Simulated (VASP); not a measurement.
**Ta: single point with LDA**

Ta:

```
Ta
1.0
     2.73747    0.00000    0.00000
    -1.36873    2.37071    0.00000
     0.00000    0.00000    4.85704
Ta
2
Direct
  0.33333 0.66667 0.25000
  0.66667 0.33333 0.75000
```

| Quantity | Value |
| --- | --- |
| Program | VASP 6.6.1 |
| Task | single point |
| Functional | LDA |
| Potentials or basis | VASP PAW LDA potentials, release 64 (Ta_pv) |
| Cutoff | 500 eV |
| k mesh | 7 × 7 × 4 |
| Occupations | fermi-dirac, width 0.05 eV |
| Spin | no spin polarisation |

| Quantity | Value |
| --- | --- |
| Pressure | 31.2 GPa |
| Band gap on the k mesh | zero (band 11 reaches 9.10 eV, above the bottom of band 12 at 6.18 eV) |

Levels at points of the mesh, in eV from the Fermi level:
| k point | band 9 | band 10 | band 11 | band 12 | band 13 | band 14 |
| --- | --- | --- | --- | --- | --- | --- |
| (0.00, 0.00, 0.00) | -0.83 | 0.51 | 0.51 | 0.76 | 1.24 | 1.24 |
| (0.00, 0.00, 0.50) | -1.35 | -1.35 | 0.56 | 0.56 | 0.56 | 0.56 |

It took 17 s on 1 thread of Intel Xeon 8259CL (shared host), peak memory 0.13 GiB.

Caveat: the k points lie up to 0.38 Å⁻¹ apart; spin-orbit coupling is left out, which moves the levels of the heavy elements.
